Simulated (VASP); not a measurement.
The system is Ge3Pd.

```
Pd Ge
1.0
     4.14202    0.00000    0.00000
     0.00000    4.14202    0.00000
     0.00000    0.00000    4.14202
Pd Ge
1 3
Direct
  0.00000 0.00000 0.00000
  0.50000 0.50000 0.00000
  0.50000 0.00000 0.50000
  0.00000 0.50000 0.50000
```

```yaml
Program: VASP 6.6.1
Task: relaxation of cell and atoms
Functional: PBEsol
Potentials_or_basis: VASP PAW PBE potentials, release 64 (Pd, Ge_d)
Cutoff: 600 eV
k_mesh: 7 × 7 × 7
Occupations: fermi-dirac, width 0.05 eV
Spin: no spin polarisation
```

At the start: pressure -4.7 GPa; volume 17.77 Å³/atom.

Q: Where does the relaxation end?

A: Over 3 steps the energy falls by 13.7 meV/atom and the volume is 16.87 Å³/atom (-5.0 %); space group Pm-3m (No. 221, to 0.05 Å).

Step by step:
```tsv
step	energy change (eV)	largest force (eV/Å)	pressure (GPa)	volume (Å³)
1	0.0000	0.0000	-4.70	71.06
2	-0.0413	0.0000	2.69	65.83
3	-0.0548	0.0000	0.00	67.49
```

Final structure:
```yaml
crystal:
  lattice:
    - [4.07147, 0.00000, 0.00000]
    - [0.00000, 4.07147, 0.00000]
    - [0.00000, 0.00000, 4.07147]
  atoms:
    - { symbol: Pd, position: [0.00000, 0.00000, 0.00000] }
    - { symbol: Ge, position: [0.50000, 0.50000, 0.00000] }
    - { symbol: Ge, position: [0.50000, 0.00000, 0.50000] }
    - { symbol: Ge, position: [0.00000, 0.50000, 0.50000] }
```

Caveat: the PAW data sets were made with another functional, which shifts forces and pressure a little.
